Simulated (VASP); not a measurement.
# Bi (Fm-3m) in VASP: single point with PBE

Aim: the single point of Bi with PBE.

Everything below comes from runs of VASP 6.6.1. Logs are shortened: lines on timing, memory, paths and dates and some standing lists are left out, and cuts for length are marked.

### 1 The cell of the first run

The structure is cubic, space group Fm-3m (No. 225). The conventional cell has a = 5.026 Å, b = 5.026 Å, c = 5.026 Å, α = 90.00°, β = 90.00°, γ = 90.00°. Bi (site symmetry m-3m) has 12 Bi at 3.55 Å within 4.7 Å.

This isn't the form of Bi at room conditions, which is rhombohedral.

### 2 Single point, PBE

INCAR reads:

```
  ALGO = Normal
  EDIFF = 1E-6
  ENCUT = 520
  GGA = PE
  ISIF = 2
  ISMEAR = -1
  LASPH = T
  LCHARG = T
  LELF = T
  LREAL = F
  LVHAR = T
  LWAVE = F
  NBANDS = 22
  NELM = 60
  PREC = Accurate
  SIGMA = 0.1
```

KPOINTS reads:

```
k-points
0
Gamma
  12 8 12
```

POSCAR reads:

```
Bi
1.0
   -2.5129803284      2.5129803284      0.0000000000
    0.0000000000      0.0000000000      5.0259606567
    2.5129803284      2.5129803284      0.0000000000
Bi
2
Direct
    0.0000000000      0.0000000000      0.0000000000
    0.5000000000      0.5000000000      0.5000000000
```

Potentials or basis: VASP PAW PBE potentials, release 64 (Bi_d).

Command:

```
$ cat potpaw_PBE.64/Bi_d/POTCAR > POTCAR
$ mpirun -np 1 vasp_std > vasp.out
```

OUTCAR:

```text
EDIFF = 1E-6
   ENCUT = 520
   GGA = PE
   ISIF = 2
   ISMEAR = -1
   LASPH = T
   LREAL = F
   NELM = 60
   PREC = Accurate

 ion  position               nearest neighbor table
   1  0.000  0.000  0.000-   2 3.55   2 3.55   2 3.55   2 3.55   2 3.55   2 3.55   2 3.55   2 3.55

   2  0.500  0.500  0.500-   1 3.55   1 3.55   1 3.55   1 3.55   1 3.55   1 3.55   1 3.55   1 3.55

  LATTYP: Found a simple tetragonal cell.
 ALAT       =     3.5538908624
 C/A-ratio  =     1.4142135623

  Lattice vectors:

 A1 = (   2.5129803284,  -2.5129803284,   0.0000000000)
 A2 = (   2.5129803284,   2.5129803284,   0.0000000000)
 A3 = (   0.0000000000,   0.0000000000,   5.0259606567)

Analysis of symmetry for initial positions (statically):
=====================================================================
 Subroutine PRICEL returns following result:

  LATTYP: Found a face centered cubic cell.
 ALAT       =     5.0259606568

  Lattice vectors:

 A1 = (   2.5129803284,   0.0000000000,   2.5129803284)
 A2 = (   2.5129803284,   2.5129803284,   0.0000000000)
 A3 = (   0.0000000000,   2.5129803284,   2.5129803283)

   2 primitive cells build up your supercell.

 Routine SETGRP: Setting up the symmetry group for a
 simple tetragonal supercell.

 Subroutine GETGRP returns: Found 16 space group operations
 (whereof 16 operations were pure point group operations)
 out of a pool of 16 trial point group operations.

The static configuration has the point symmetry D_4h.

Analysis of symmetry for dynamics (positions and initial velocities):
=====================================================================
 Subroutine PRICEL returns following result:

  LATTYP: Found a face centered cubic cell.
 ALAT       =     5.0259606568

  Lattice vectors:

 A1 = (   2.5129803284,   0.0000000000,   2.5129803284)
 A2 = (   2.5129803284,   2.5129803284,   0.0000000000)
 A3 = (   0.0000000000,   2.5129803284,   2.5129803283)

   2 primitive cells build up your supercell.

 Routine SETGRP: Setting up the symmetry group for a
 simple tetragonal supercell.

 Subroutine GETGRP returns: Found 16 space group operations
 (whereof 16 operations were pure point group operations)
 out of a pool of 16 trial point group operations.

The dynamic configuration has the point symmetry D_4h.

 Subroutine INISYM returns: Found 16 space group operations
 (whereof 16 operations are pure point group operations),
 and found     2 'primitive' translations

----------------------------------------------------------------------------------------

                                     Primitive cell

  volume of cell :      31.7393

  direct lattice vectors                    reciprocal lattice vectors
     2.512980328  0.000000000  2.512980328     0.198966938 -0.198966938  0.198966938
     2.512980328  2.512980328  0.000000000     0.198966938  0.198966938 -0.198966938
     0.000000000  2.512980328  2.512980328    -0.198966938  0.198966938  0.198966938

  length of vectors
     3.553890862  3.553890862  3.553890862     0.344620845  0.344620845  0.344620845

  position of ions in fractional coordinates (direct lattice)
     0.000000000  0.000000000  0.000000000

  ion indices of the primitive-cell ions
   primitive index   ion index
                 1           1

----------------------------------------------------------------------------------------

 KPOINTS: k-points

Automatic generation of k-mesh.
 Grid dimensions read from file:
 generate k-points for:   12    8   12

 Generating k-lattice:

  Cartesian coordinates                     Fractional coordinates (reciprocal lattice)
    -0.016580578  0.016580578  0.000000000     0.083333333  0.000000000  0.000000000
     0.000000000  0.000000000  0.024870867     0.000000000  0.125000000  0.000000000
     0.016580578  0.016580578  0.000000000     0.000000000  0.000000000  0.083333333

  Length of vectors
     0.023448478  0.024870867  0.023448478

  Shift w.r.t. Gamma in fractional coordinates (k-lattice)
     0.000000000  0.000000000  0.000000000

 Subroutine IBZKPT returns following result:
 ===========================================

 Found    140 irreducible k-points:

 Following reciprocal coordinates:
            Coordinates               Weight
  0.000000  0.000000  0.000000      1.000000
  0.083333  0.000000  0.000000      4.000000
  0.166667  0.000000  0.000000      4.000000
  0.250000  0.000000  0.000000      4.000000
  0.333333  0.000000  0.000000      4.000000
  0.416667  0.000000  0.000000      4.000000
[... 16 lines left out ...]
  0.083333  0.375000  0.000000      8.000000
  0.166667  0.375000  0.000000      8.000000
 [... further k-points ...]
   k-points           NKPTS =    140   k-points in BZ     NKDIM =    140   number of bands    NBANDS=     22
   number of dos      NEDOS =    301   number of ions     NIONS =      2
   total plane-waves  NPLWV =  31360
   dimension x,y,z NGX =    28 NGY =   40 NGZ =   28
   dimension x,y,z NGXF=    56 NGYF=   80 NGZF=   56
   ions per type =               2
   NGX,Y,Z   is equivalent  to a cutoff of  13.10, 13.23, 13.10 a.u.
   NGXF,Y,Z  is equivalent  to a cutoff of  26.20, 26.46, 26.20 a.u.
 SYSTEM =  unknown system
   PREC   = accura    normal or accurate (medium, high low for compatibility)
   ISTART =      0    job   : 0-new  1-cont  2-samecut
   ICHARG =      2    charge: 1-file 2-atom 10-const
   ISPIN  =      1    spin polarized calculation?
   LNONCOLLINEAR =      F non collinear calculations
   LSORBIT =      F    spin-orbit coupling
   LASPH  =      T    aspherical Exc in radial PAW
   ENCUT  =  520.0 eV  38.22 Ry    6.18 a.u.   6.61  9.34  6.61*2*pi/ulx,y,z
   NELM   =     60;   NELMIN=  2; NELMDL= -5     # of ELM steps
   EDIFF  = 0.1E-05   stopping-criterion for ELM
   LREAL  =      F    real-space projection
   EDIFFG = 0.1E-04   stopping-criterion for IOM
   NSW    =      0    number of steps for IOM
   IBRION =     -1    ionic relax: 0-MD 1-quasi-New 2-CG
   NFREE  =      0    steps in history (QN), initial steepest desc. (CG)
   ISIF   =      2    stress and relaxation
   ISYM   =      2    0-nonsym 1-usesym 2-fastsym
   POTIM  = 0.5000    time-step for ionic-motion
   TEBEG  =    0.0;   TEEND  =   0.0 temperature during run
   PSTRESS=    0.0 pullay stress
   NELECT =      30.0000    total number of electrons
   NUPDOWN=      -1.0000    fix difference up-down
   EMIN   =  10.00;   EMAX   =-10.00  energy-range for DOS
   EFERMI =   0.00;   METHOD = LEGACY
   ISMEAR =    -1;   SIGMA  =   0.10  broadening in eV -4-tet -1-fermi 0-gaus
   EFERMI_NEDOS =   21; number of points for ismear=-14 and -15
   IALGO  =     38    algorithm
   IMIX   =      4    mixing-type and parameters
     AMIX     =   0.40;   BMIX     =  1.00
     AMIX_MAG =   1.60;   BMIX_MAG =  1.00
  volume/ion in A,a.u.               =      31.74       214.19
  Fermi-wavevector in a.u.,A,eV,Ry     =   1.275184  2.409748 22.124353  1.626094
  Thomas-Fermi vector in A             =   2.407910
   LORBIT       =      0    0 simple, 1 ext, 2 COOP (PROOUT), +10 PAW based schemes
   GGA     = PE    functional components
   LHFCALC =     F    Hartree Fock is set to
   AEXX    =    0.0000 exact exchange contribution
   IVDW    =     0    specifies the selected vdW correction
   LEPSILON=     F    determine dielectric tensor
   LRPA    =     F    only Hartree local field effects (RPA)
 non-spin polarized calculation
  energy-cutoff  :      520.00
  volume of cell :       63.48
 maximum number of plane-waves:      1752
 NGX is ok and might be reduce to    28
   NGX = 13   NGY = 19   NGZ = 13

 number of electron      30.0000020 magnetization

 Free energy of the ion-electron system (eV)
  ---------------------------------------------------
  ext. energy  EPLUGINS =         0.00000000
  ---------------------------------------------------
  free energy    TOTEN  =        -7.43288697 eV

  energy without entropy =       -7.38481432  energy(sigma->0) =       -7.40885065

 E-fermi :   7.7844     XC(G=0): -10.2026

 val. band max:        7.7806810479   @ k =   0.2500   0.1250   0.0833
 cond. band min:       7.7875718432   @ k =   0.0833   0.1250   0.0833
 fundamental gap:      0.0068907953
 Fermi energy:         7.7844402574

 k-point     1 :       0.0000    0.0000    0.0000
  band No.  band energies     occupation
      1     -15.4014      2.00000
      2     -15.3499      2.00000
      3     -15.3320      2.00000
      4     -15.3320      2.00000
      5     -15.3316      2.00000
      6     -15.2669      2.00000
[... 14 lines left out ...]
     21      16.3757      0.00000
     22      16.8339      0.00000

 k-point     2 :       0.0833    0.0000    0.0000
  band No.  band energies     occupation
      1     -15.3945      2.00000
      2     -15.3458      2.00000
      3     -15.3321      2.00000
      4     -15.3292      2.00000
      5     -15.3269      2.00000
      6     -15.2677      2.00000
[... 14 lines left out ...]
     21      16.4469      0.00000
     22      16.9281      0.00000

 k-point     3 :       0.1667    0.0000    0.0000
  band No.  band energies     occupation
      1     -15.3783      2.00000
      2     -15.3319      2.00000
      3     -15.3316      2.00000
      4     -15.3210      2.00000
      5     -15.3166      2.00000
      6     -15.2708      2.00000
[... 14 lines left out ...]
     21      16.2613      0.00000
     22      17.5064      0.00000
[... 476 lines left out ...]
 k-point    23 :       0.0833    0.3750    0.0000
  band No.  band energies     occupation
      1     -15.3740      2.00000
      2     -15.3486      2.00000
      3     -15.3195      2.00000
      4     -15.2964      2.00000
      5     -15.2903      2.00000
      6     -15.2786      2.00000
[... 14 lines left out ...]
     21      15.0973      0.00000
     22      16.1025      0.00000

 k-point    24 :       0.1667    0.3750    0.0000
  band No.  band energies     occupation
      1     -15.3600      2.00000
      2     -15.3382      2.00000
      3     -15.3125      2.00000
      4     -15.3048      2.00000
      5     -15.2998      2.00000
      6     -15.2653      2.00000
[... 14 lines left out ...]
     21      15.9376      0.00000
     22      17.0231      0.00000

 [... further k-points ...]

------------------------ aborting loop because EDIFF is reached ----------------------------------------

  FORCE on cell =-STRESS in cart. coord.  units (eV):
  Direction    XX          YY          ZZ          XY          YZ          ZX
  --------------------------------------------------------------------------------------
  -------------------------------------------------------------------------------------
  Total       -0.0226175     -0.0226175      0.0093662      0.0000000      0.0000000     -0.0000000
  in kB       -0.5708580     -0.5708580      0.2363986      0.0000000      0.0000000     -0.0000000
  external PRESSURE =      -0.3017725 kB  Pullay stress =       0.0000000 kB

 VOLUME and BASIS-vectors are now :
 -----------------------------------------------------------------------------
  energy-cutoff  :      520.00
  volume of cell :       63.48
      direct lattice vectors                 reciprocal lattice vectors
    -2.512980328  2.512980328  0.000000000    -0.198966938  0.198966938  0.000000000
     0.000000000  0.000000000  5.025960657     0.000000000  0.000000000  0.198966938
     2.512980328  2.512980328  0.000000000     0.198966938  0.198966938  0.000000000

 POSITION                                       TOTAL-FORCE (eV/Angst)
 -----------------------------------------------------------------------------------
      0.00000      0.00000      0.00000        -0.000000      0.000000     -0.000000
      0.00000      2.51298      2.51298         0.000000      0.000000      0.000000
 -----------------------------------------------------------------------------------
    total drift:                                0.000000      0.000000      0.000000

  FREE ENERGIE OF THE ION-ELECTRON SYSTEM (eV)
  ---------------------------------------------------
  free  energy   TOTEN  =        -7.4328869734 eV

  energy  without entropy=       -7.3848143224  energy(sigma->0) =       -7.40885065
```

Wall time 2.7 min (1 thread of Intel Xeon Platinum 8375C at 2.90GHz (Ice Lake), shared host); peak memory 0.28 GiB.

What came out:

```
Free energy            : -7.4329 eV
Pressure               : 0.0 GPa
Band gap on the k mesh : zero (bands 15 and 16 overlap by 5.99 eV)
```

Levels at points of the mesh, in eV from the Fermi level:
```csv
k point,band 11,band 12,band 13,band 14,band 15,band 16,band 17,band 18,band 19,band 20
"(0.00, 0.00, 0.00)",-13.50,-9.69,-4.41,0.33,0.33,4.00,4.79,4.79,4.79,5.20
"(0.50, 0.00, 0.00)",-11.03,-11.03,-2.79,-2.79,-1.11,-1.11,3.11,3.11,6.93,6.93
"(0.00, 0.50, 0.00)",-12.14,-12.14,-0.14,-0.14,1.97,1.97,1.97,1.97,6.29,6.29
"(0.50, 0.50, 0.00)",-10.74,-10.74,-5.20,-5.20,3.25,3.25,3.25,3.25,7.21,7.21
"(0.50, 0.00, 0.50)",-9.69,-9.69,-4.41,-4.41,0.33,0.33,0.33,0.33,4.00,4.00
"(0.50, 0.50, 0.50)",-9.62,-9.62,-2.74,-2.74,-2.74,-2.74,-1.13,-1.13,8.87,8.87
```

Caveat: spin-orbit coupling is left out, which moves the levels of the heavy elements.
